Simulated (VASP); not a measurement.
Input of a VASP 6.6.1 run:

Contents of INCAR:

```
SYSTEM = SrTiTe2
PREC = Accurate
ENCUT = 520
EDIFF = 1E-7
ISMEAR = 0
SIGMA = 0.1
LREAL = .FALSE.
LASPH = .TRUE.
NELM = 60
ALGO = Normal
ISIF = 2
LWAVE = .FALSE.
LCHARG = .FALSE.
GGA = PE
NBANDS = 25
```

KPOINTS

```
Automatic mesh
0
G
  6 6 6
  0 0 0
```

The input POSCAR:

```
SrTiTe2
1.0
    2.1265273342      1.2277511288      7.3178915486
   -2.1265273342      1.2277511288      7.3178915486
    0.0000000000     -2.4555022576      7.3178915486
Sr Ti Te
1 1 2
Direct
    0.0000000000      0.0000000000      0.0000000000
    0.5000000000      0.5000000000      0.5000000000
    0.2357270104      0.2357270104      0.2357270104
    0.7642729896      0.7642729896      0.7642729896
```

Potentials or basis: VASP PAW PBE potentials, release 64 (Sr_sv, Ti_sv, Te).

Command:

```sh
$ cat potpaw_PBE.64/Sr_sv/POTCAR potpaw_PBE.64/Ti_sv/POTCAR potpaw_PBE.64/Te/POTCAR > POTCAR
$ mpirun -np 1 vasp_std > vasp.out
```

Problem. What does it give for the pressure?

Solution. 0.3 GPa.

Problem. Predict the band gap on the k mesh.

Solution. Zero (bands 17 and 18 overlap by 0.23 eV).

Stress tensor (GPa, compression positive):
```
0.32 0.00 0.00
0.00 0.32 0.00
0.00 0.00 0.12
```

Caveat: spin-orbit coupling is left out, which moves the levels of the heavy elements.
